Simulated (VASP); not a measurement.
**SmF: relaxation of cell and atoms with PBE**

SmF:

```
Sm F
1.0
     3.10717    0.00000    0.00000
    -1.55359    2.69089    0.00000
     0.00000    0.00000    4.70784
Sm F
1 1
Direct
  0.00000 0.00000 0.86583
  0.00000 0.00000 0.35687
```

The cell was generated, and may not be a known phase.

```
Program                : VASP 6.6.1
Task                   : relaxation of cell and atoms
Functional             : PBE
Potentials or basis    : VASP PAW PBE potentials, release 64 (Sm_3, F), 4f in core
Cutoff                 : 600 eV
k mesh                 : 6 × 6 × 4
Occupations            : gaussian, width 0.1 eV
Spin                   : no spin polarisation
Dipole correction      : no
Further INCAR settings : ALGO = Normal; EDIFF = 1e-07; IBRION = 2; EDIFFG = -0.04; NSW = 90; ISIF = 3
```

* Relaxed volume: 26.42 Å³/atom
* Relaxed cell: a = 3.686 Å, b = 3.686 Å, c = 4.490 Å, α = 90.00°, β = 90.00°, γ = 120.00°
* Space group after relaxing (to 0.1 Å): P6/mmm (No. 191)
* Energy gained by relaxing: 550.6 meV/atom
* Ionic steps: 9
* Pressure after relaxing: 0.0 GPa
* Largest force after relaxing: 0.008 eV/Å
* Band gap on the k mesh: zero (bands 9 and 10 overlap by 0.51 eV)

Forces in eV/Å, atoms in the order of the input:
```
Sm   0.000  0.000  0.008
F    0.000  0.000 -0.008
```

Stress tensor (GPa, compression positive):
```
 0.00  0.00  0.00
 0.00  0.00  0.00
 0.00  0.00 -0.08
```

Step by step:
```tsv
step	energy change (eV)	largest force (eV/Å)	pressure (GPa)	volume (Å³)
1	0.0000	0.1497	8.34	39.36
2	-0.8022	0.5139	13.46	44.80
3	-0.8307	0.4779	12.42	44.25
4	-0.9972	0.1331	-5.03	59.43
5	-1.1004	0.0420	0.15	52.99
6	-1.1003	0.0369	0.33	52.81
7	-1.1007	0.0094	0.08	52.49
8	-1.1012	0.0100	0.19	52.63
9	-1.1013	0.0082	-0.03	52.84
```

Final structure:
```
Sm F
1.0
     3.68613    0.00000    0.00000
    -1.84306    3.19228    0.00000
     0.00000    0.00000    4.49036
Sm F
1 1
Direct
  0.00000 0.00000 0.86125
  0.00000 0.00000 0.36145
```

Levels at points of the mesh, in eV from the Fermi level:
| k point | band 6 | band 7 | band 8 | band 9 | band 10 | band 11 | band 12 | band 13 |
| --- | --- | --- | --- | --- | --- | --- | --- | --- |
| (0.00, 0.00, 0.00) | -6.30 | -6.30 | -6.27 | -3.41 | 1.19 | 1.19 | 2.90 | 3.42 |
| (0.50, 0.00, 0.00) | -6.82 | -6.40 | -6.24 | -1.66 | 0.37 | 2.10 | 2.77 | 4.75 |
| (0.00, 0.00, 0.50) | -8.30 | -6.52 | -6.52 | -2.93 | 1.28 | 1.28 | 1.37 | 4.24 |
| (0.50, 0.00, 0.50) | -8.22 | -7.20 | -6.65 | -1.43 | 1.04 | 2.57 | 3.58 | 4.85 |

It took 86 s on 1 thread of Intel(R) Xeon(R) Platinum 8259CL CPU @ 2.50GHz (Skylake/Cascade Lake), on a shared host, peak memory 0.19 GiB.

Caveat: the k points lie up to 0.35 Å⁻¹ apart in the final cell, too coarse for converged energies and pressures of a metal; the volume moved by over 15 % at a fixed basis, so the end points are rough; spin-orbit coupling is left out, which moves the levels of the heavy elements; the 4f electrons are frozen in the core, so they carry no moment and show no levels; the run has no spin polarisation, though such a crystal can be magnetic. With open d or f shells a metallic result of PBE can be an artefact of self-interaction; +U or a hybrid may open a gap.
